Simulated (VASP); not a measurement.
Write the native input for VASP 6.6.1 that does the following.

```yaml
Task: single point
Functional: PBE
Potentials_or_basis: VASP PAW PBE potentials, release 64 (Ni_sv_GW)
Cutoff: 690 eV
k_mesh: 15 × 15 × 15
Occupations: fermi-dirac, width 0.05 eV
Spin: collinear spin, ferromagnetic start
Starting_moments: "[1.5] μB"
Dipole_correction: no
Further_INCAR_settings: ALGO = Normal; EDIFF = 1e-06; NBANDS = 19
```

The structure of Ni lies in POSCAR:

```
Ni
1.0
   -1.3568446506      1.3568446506      1.4390640888
    1.3568446506     -1.3568446506      1.4390640888
    1.3568446506      1.3568446506     -1.4390640888
Ni
1
Direct
    0.0000000000      0.0000000000      0.0000000000
```

This cell differs from its parent crystal: stretched by +4 % along [0.0, 0.0, 1.0] at fixed volume.

The input as run:

INCAR

```
PREC = Accurate
ENCUT = 690
EDIFF = 1E-6
ISMEAR = -1
SIGMA = 0.05
LREAL = F
LASPH = T
NELM = 200
ALGO = Normal
ISIF = 2
LWAVE = F
LCHARG = F
ISPIN = 2
MAGMOM = 1.5
LORBIT = 11
LMAXMIX = 4
GGA = PE
NBANDS = 19
GGA_COMPAT = F
```

KPOINTS

```
Automatic mesh
0
Gamma
  15 15 15
```

Potentials or basis: VASP PAW PBE potentials, release 64 (Ni_sv_GW).

The run is started by

```bash
$ cat potpaw_PBE.64/Ni_sv_GW/POTCAR > POTCAR
$ mpirun -np 1 vasp_std > vasp.out
```

Results of the run:

| Quantity | Value |
| --- | --- |
| Pressure | 6.4 GPa |
| Net moment | 0.56 μB per cell |
| Site moments | Ni +0.59 μB |
| Valence electrons inside the program's atomic spheres | Ni 16.38 |

Caveat: the stress differs along the axes, from 5 to 10 GPa.

Run time: 96 s on 1 thread of Intel(R) Xeon(R) Platinum 8488C (Sapphire Rapids), with other jobs on the host, peak memory 0.28 GiB.
